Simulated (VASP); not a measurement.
# CO2 (P2_1/c) in VASP: further runs

CO2 is run at these levels: PBE; tasks: single point.

Everything below comes from runs of VASP 6.6.1. Logs are shortened: lines on timing, memory, paths and dates and some standing lists are left out, and cuts for length are marked.

## 1. The cell of the first run

It takes space group P2_1/c (No. 14, monoclinic). The conventional cell has a = 6.096 Å, b = 6.058 Å, c = 5.915 Å, α = 90.00°, β = 103.03°, γ = 90.00°. Within 1.4 Å of C (site symmetry -1) lie 2 O at 1.07 Å. C (site symmetry -1) has 2 O at 1.25 Å within 1.7 Å. Within 1.4 Å of O (site symmetry 1) lie 1 C at 1.07 Å. Within 1.7 Å of O (site symmetry 1) lie 1 C at 1.25 Å.

## 2. Single point, PBE (engineering shear strain xz -0.2250, normal strain along z -0.0300)

INCAR

```
PREC     = Accurate       # precision mode
ENCUT    = 520            # plane-wave cutoff, eV
EDIFF    = 1E-6           # SCF threshold, eV
ISMEAR   = 0              # smearing method
SIGMA    = 0.05           # smearing width, eV
LREAL    = False          # projectors in reciprocal space
LASPH    = True           # aspherical terms in the spheres
NELM     = 60             # most SCF steps
ALGO     = Normal         # electronic algorithm
ISIF     = 2              # what is computed and relaxed
LWAVE    = False          # write WAVECAR
LCHARG   = False          # write CHGCAR
GGA      = PE             # functional
NBANDS   = 44             # bands
```

KPOINTS

```
regular mesh
0
Gamma
  4 4 4
```

POSCAR

```
CO2
1.0
    6.0577362522      0.0000000000     -0.6814953284
    0.0000000000      6.0577362522      0.0000000000
   -0.6814953284      0.0000000000      5.8760041646
C O
4 8
Direct
    0.0000000000      0.0000000000      0.0000000000
    0.5000000000      0.0000000000      0.5000000000
    0.5000000000      0.5000000000      0.0000000000
    0.0000000000      0.5000000000      0.5000000000
    0.1114834447      0.1114834447      0.1114834447
    0.3885165553      0.8885165553      0.6114834447
    0.6114834447      0.3885165553      0.8885165553
    0.8885165553      0.6114834447      0.3885165553
    0.8885165553      0.8885165553      0.8885165553
    0.6114834447      0.1114834447      0.3885165553
    0.3885165553      0.6114834447      0.1114834447
    0.1114834447      0.3885165553      0.6114834447
```

Potentials or basis: VASP PAW PBE potentials, release 64 (C, O).

Started as:

```console
$ cat potpaw_PBE.64/C/POTCAR potpaw_PBE.64/O/POTCAR > POTCAR
$ mpirun -np 1 vasp_std > vasp.out
```

OUTCAR:

```text
PREC = Accurate
   ENCUT = 520
   EDIFF = 1E-6
   ISMEAR = 0
   LREAL = False
   LASPH = True
   NELM = 60
   ISIF = 2
   GGA = PE

 ion  position               nearest neighbor table
   1  0.000  0.000  0.000-   5 1.07   9 1.07
   2  0.500  0.000  0.500-   6 1.25  10 1.25
   3  0.500  0.500  0.000-   7 1.25  11 1.25
   4  0.000  0.500  0.500-   8 1.07  12 1.07
   5  0.111  0.111  0.111-   1 1.07
   6  0.389  0.889  0.611-   2 1.25
   7  0.611  0.389  0.889-   3 1.25
   8  0.889  0.611  0.389-   4 1.07
   9  0.889  0.889  0.889-   1 1.07
  10  0.611  0.111  0.389-   2 1.25
  11  0.389  0.611  0.111-   3 1.25
  12  0.111  0.389  0.611-   4 1.07

  LATTYP: Found a simple monoclinic cell.
 ALAT       =     5.9153918573
 B/A-ratio  =     1.0240633923
 C/A-ratio  =     1.0305234178
 COS(beta)  =    -0.2255353211

  Lattice vectors:

 A1 = (  -0.6814953284,   0.0000000000,   5.8760041646)
 A2 = (   0.0000000000,  -6.0577362522,   0.0000000000)
 A3 = (   6.0577362522,   0.0000000000,  -0.6814953284)

Analysis of symmetry for initial positions (statically):
=====================================================================
 Subroutine PRICEL returns:
 Original cell was already a primitive cell.

 Routine SETGRP: Setting up the symmetry group for a
 simple monoclinic supercell.

 Subroutine GETGRP returns: Found  4 space group operations
 (whereof  2 operations were pure point group operations)
 out of a pool of  4 trial point group operations.

The static configuration has the point symmetry S_2 .
 The point group associated with its full space group is C_2h.

Analysis of symmetry for dynamics (positions and initial velocities):
=====================================================================
 Subroutine PRICEL returns:
 Original cell was already a primitive cell.

 Routine SETGRP: Setting up the symmetry group for a
 simple monoclinic supercell.

 Subroutine GETGRP returns: Found  4 space group operations
 (whereof  2 operations were pure point group operations)
 out of a pool of  4 trial point group operations.

The dynamic configuration has the point symmetry S_2 .
 The point group associated with its full space group is C_2h.

 Subroutine INISYM returns: Found  4 space group operations
 (whereof  2 operations are pure point group operations),
 and found     1 'primitive' translations

----------------------------------------------------------------------------------------

                                     Primitive cell

  volume of cell :     212.8134

  direct lattice vectors                    reciprocal lattice vectors
     6.057736252  0.000000000 -0.681495328     0.167260529  0.000000000  0.019398773
     0.000000000  6.057736252  0.000000000     0.000000000  0.165078168  0.000000000
    -0.681495328  0.000000000  5.876004165     0.019398773  0.000000000  0.172433536

  length of vectors
     6.095949834  6.057736252  5.915391857     0.168381701  0.165078168  0.173521286

  position of ions in fractional coordinates (direct lattice)
     0.000000000  0.000000000  0.000000000
     0.500000000  0.000000000  0.500000000
     0.500000000  0.500000000  1.000000000
     1.000000000  0.500000000  0.500000000
     0.111483445  0.111483445  0.111483445
     0.388516555  0.888516555  0.611483445
     0.611483445  0.388516555  0.888516555
     0.888516555  0.611483445  0.388516555
     0.888516555  0.888516555  0.888516555
     0.611483445  0.111483445  0.388516555
     0.388516555  0.611483445  0.111483445
     0.111483445  0.388516555  0.611483445

  ion indices of the primitive-cell ions
   primitive index   ion index
                 1           1
                 2           2
                 3           3
                 4           4
                 5           5
                 6           6
                 7           7
                 8           8
                 9           9
                10          10
                11          11
                12          12

----------------------------------------------------------------------------------------

 KPOINTS: regular mesh

Automatic generation of k-mesh.
 Grid dimensions read from file:
 generate k-points for:    4    4    4

 Generating k-lattice:

  Cartesian coordinates                     Fractional coordinates (reciprocal lattice)
     0.041815132  0.000000000  0.004849693     0.250000000  0.000000000 -0.000000000
     0.000000000  0.041269542  0.000000000     0.000000000  0.250000000  0.000000000
     0.004849693  0.000000000  0.043108384    -0.000000000  0.000000000  0.250000000

  Length of vectors
     0.042095425  0.041269542  0.043380321

  Shift w.r.t. Gamma in fractional coordinates (k-lattice)
     0.000000000  0.000000000  0.000000000

 Subroutine IBZKPT returns following result:
 ===========================================

 Found     30 irreducible k-points:

 Following reciprocal coordinates:
            Coordinates               Weight
  0.000000  0.000000  0.000000      1.000000
  0.250000  0.000000 -0.000000      2.000000
  0.500000  0.000000 -0.000000      1.000000
  0.000000  0.250000  0.000000      2.000000
  0.250000  0.250000 -0.000000      4.000000
  0.500000  0.250000 -0.000000      2.000000
[... 16 lines left out ...]
  0.250000  0.000000  0.500000      2.000000
  0.500000  0.000000  0.500000      1.000000
 [... further k-points ...]
   k-points           NKPTS =     30   k-points in BZ     NKDIM =     30   number of bands    NBANDS=     44
   number of dos      NEDOS =    301   number of ions     NIONS =     12
   total plane-waves  NPLWV = 110592
   dimension x,y,z NGX =    48 NGY =   48 NGZ =   48
   dimension x,y,z NGXF=    96 NGYF=   96 NGZF=   96
   ions per type =               4   8
   NGX,Y,Z   is equivalent  to a cutoff of  13.09, 13.17, 13.49 a.u.
   NGXF,Y,Z  is equivalent  to a cutoff of  26.18, 26.35, 26.98 a.u.
 SYSTEM =  unknown system
   PREC   = accura    normal or accurate (medium, high low for compatibility)
   ISTART =      0    job   : 0-new  1-cont  2-samecut
   ICHARG =      2    charge: 1-file 2-atom 10-const
   ISPIN  =      1    spin polarized calculation?
   LNONCOLLINEAR =      F non collinear calculations
   LSORBIT =      F    spin-orbit coupling
   LASPH  =      T    aspherical Exc in radial PAW
   ENCUT  =  520.0 eV  38.22 Ry    6.18 a.u.  11.33 11.26 11.00*2*pi/ulx,y,z
   NELM   =     60;   NELMIN=  2; NELMDL= -5     # of ELM steps
   EDIFF  = 0.1E-05   stopping-criterion for ELM
   LREAL  =      F    real-space projection
   EDIFFG = 0.1E-04   stopping-criterion for IOM
   NSW    =      0    number of steps for IOM
   IBRION =     -1    ionic relax: 0-MD 1-quasi-New 2-CG
   NFREE  =      0    steps in history (QN), initial steepest desc. (CG)
   ISIF   =      2    stress and relaxation
   ISYM   =      2    0-nonsym 1-usesym 2-fastsym
   POTIM  = 0.5000    time-step for ionic-motion
   TEBEG  =    0.0;   TEEND  =   0.0 temperature during run
   PSTRESS=    0.0 pullay stress
   NELECT =      64.0000    total number of electrons
   NUPDOWN=      -1.0000    fix difference up-down
   EMIN   =  10.00;   EMAX   =-10.00  energy-range for DOS
   EFERMI =   0.00;   METHOD = LEGACY
   ISMEAR =     0;   SIGMA  =   0.05  broadening in eV -4-tet -1-fermi 0-gaus
   EFERMI_NEDOS =   21; number of points for ismear=-14 and -15
   IALGO  =     38    algorithm
   IMIX   =      4    mixing-type and parameters
     AMIX     =   0.40;   BMIX     =  1.00
     AMIX_MAG =   1.60;   BMIX_MAG =  1.00
  volume/ion in A,a.u.               =      17.73       119.68
  Fermi-wavevector in a.u.,A,eV,Ry     =   1.096819  2.072688 16.367985  1.203013
  Thomas-Fermi vector in A             =   2.233168
   LORBIT       =      0    0 simple, 1 ext, 2 COOP (PROOUT), +10 PAW based schemes
   GGA     = PE    functional components
   LHFCALC =     F    Hartree Fock is set to
   AEXX    =    0.0000 exact exchange contribution
   IVDW    =     0    specifies the selected vdW correction
   LEPSILON=     F    determine dielectric tensor
   LRPA    =     F    only Hartree local field effects (RPA)
 non-spin polarized calculation
 Gauss-broadening in eV      SIGMA  =   0.05
  energy-cutoff  :      520.00
  volume of cell :      212.81
 maximum number of plane-waves:      5756
 NGX is ok and might be reduce to    48
   NGX = 23   NGY = 23   NGZ = 21

 number of electron      64.0000003 magnetization

 Free energy of the ion-electron system (eV)
  ---------------------------------------------------
  ext. energy  EPLUGINS =         0.00000000
  ---------------------------------------------------
  free energy    TOTEN  =       -88.53138700 eV

  energy without entropy =      -88.53138700  energy(sigma->0) =      -88.53138700

 E-fermi :  -4.2406     XC(G=0):  -7.0203

 val. band max:       -4.5418490319   @ k =   0.0000   0.0000   0.0000
 cond. band min:       1.8831596530   @ k =   0.0000   0.0000   0.0000
 fundamental gap:      6.4250086849
 Fermi energy:        -4.2406240220

 k-point     1 :       0.0000    0.0000    0.0000
  band No.  band energies     occupation
      1     -26.2315      2.00000
      2     -26.1973      2.00000
      3     -25.2974      2.00000
      4     -25.2835      2.00000
      5     -24.0181      2.00000
      6     -23.9485      2.00000
[... 36 lines left out ...]
     43       5.8181      0.00000
     44       6.2130      0.00000

 k-point     2 :       0.2500    0.0000   -0.0000
  band No.  band energies     occupation
      1     -26.2310      2.00000
      2     -26.1974      2.00000
      3     -25.2982      2.00000
      4     -25.2837      2.00000
      5     -24.0183      2.00000
      6     -23.9482      2.00000
[... 36 lines left out ...]
     43       5.7968      0.00000
     44       6.4972      0.00000

 k-point     3 :       0.5000    0.0000   -0.0000
  band No.  band energies     occupation
      1     -26.2305      2.00000
      2     -26.1972      2.00000
      3     -25.2989      2.00000
      4     -25.2840      2.00000
      5     -24.0185      2.00000
      6     -23.9478      2.00000
[... 976 lines left out ...]
     43       5.7989      0.00000
     44       6.1938      0.00000

 k-point    24 :       0.5000    0.0000    0.5000
  band No.  band energies     occupation
      1     -26.2141      2.00000
      2     -26.2141      2.00000
      3     -25.2907      2.00000
      4     -25.2907      2.00000
      5     -23.9837      2.00000
      6     -23.9837      2.00000
[... 36 lines left out ...]
     43       5.8181      0.00000
     44       5.8181      0.00000

 [... further k-points ...]
[... 5 lines left out ...]
  --------------------------------------------------------------------------------------
  -------------------------------------------------------------------------------------
  Total       10.2707429     17.1707197      9.2661529      0.0000000      0.0000000     30.4254243
  in kB       77.3238466    129.2706977     69.7607365      0.0000000      0.0000000    229.0594625
  external PRESSURE =      92.1184269 kB  Pullay stress =       0.0000000 kB

 VOLUME and BASIS-vectors are now :
 -----------------------------------------------------------------------------
  energy-cutoff  :      520.00
  volume of cell :      212.81
      direct lattice vectors                 reciprocal lattice vectors
     6.057736252  0.000000000 -0.681495328     0.167260529  0.000000000  0.019398773
     0.000000000  6.057736252  0.000000000     0.000000000  0.165078168  0.000000000
    -0.681495328  0.000000000  5.876004165     0.019398773  0.000000000  0.172433536

 POSITION                                       TOTAL-FORCE (eV/Angst)
 -----------------------------------------------------------------------------------
      0.00000      0.00000      0.00000        -0.000000      0.000000      0.000000
      2.68812      0.00000      2.59725         0.000000      0.000000      0.000000
      3.02887      3.02887     -0.34075        -0.000000      0.000000      0.000000
     -0.34075      3.02887      2.93800         0.000000      0.000000      0.000000
      0.59936      0.67534      0.57910         8.423024      9.540928      8.194789
      1.93681      5.38240      3.32831         3.405926      3.095366     -3.391446
      3.09869      2.35353      4.80420        -3.405926      3.095366      3.391446
      5.11763      3.70421      1.67741        -8.423024      9.540928     -8.194789
      4.77688      5.38240      4.61541        -8.423024     -9.540928     -8.194789
      3.43943      0.67534      1.86620        -3.405926     -3.095366      3.391446
      2.27756      3.70421      0.39030         3.405926     -3.095366     -3.391446
      0.25861      2.35353      3.51710         8.423024     -9.540928      8.194789
 -----------------------------------------------------------------------------------
    total drift:                               -0.000000      0.000000      0.000000

  FREE ENERGIE OF THE ION-ELECTRON SYSTEM (eV)
  ---------------------------------------------------
  free  energy   TOTEN  =       -88.5313870043 eV

  energy  without entropy=      -88.5313870043  energy(sigma->0) =      -88.53138700
```

It took 2.2 min on 1 thread of Intel Xeon 6975P-C (Granite Rapids), shared host; peak memory 0.42 GiB.

What came out:

```
Free energy            : -88.5314 eV
Pressure               : 9.2 GPa
Largest force          : 15.137 eV/Å
Band gap on the k mesh : 6.42 eV
```

Forces on the atoms (eV/Å):
```
C    0.000  0.000  0.000
C    0.000  0.000  0.000
C    0.000  0.000  0.000
C    0.000  0.000  0.000
O    8.423  9.541  8.195
O    3.406  3.095 -3.391
O   -3.406  3.095  3.391
O   -8.423  9.541 -8.195
O   -8.423 -9.541 -8.195
O   -3.406 -3.095  3.391
O    3.406 -3.095 -3.391
O    8.423 -9.541  8.195
```

Stress tensor (GPa, compression positive):
```
 7.73  0.00 22.91
 0.00 12.93  0.00
22.91  0.00  6.98
```

Caveat: the cell differs from its parent crystal (engineering shear strain xz -0.2250, normal strain along z -0.0300); the stress differs along the axes, from 7 to 13 GPa; this functional lacks dispersion, which holds the molecules together, so the pressure and a relaxed volume are unreliable; forces of over 1 eV/Å act on the atoms, so gaps and moduli don't describe the material at rest.

[end of part 1 of 2]
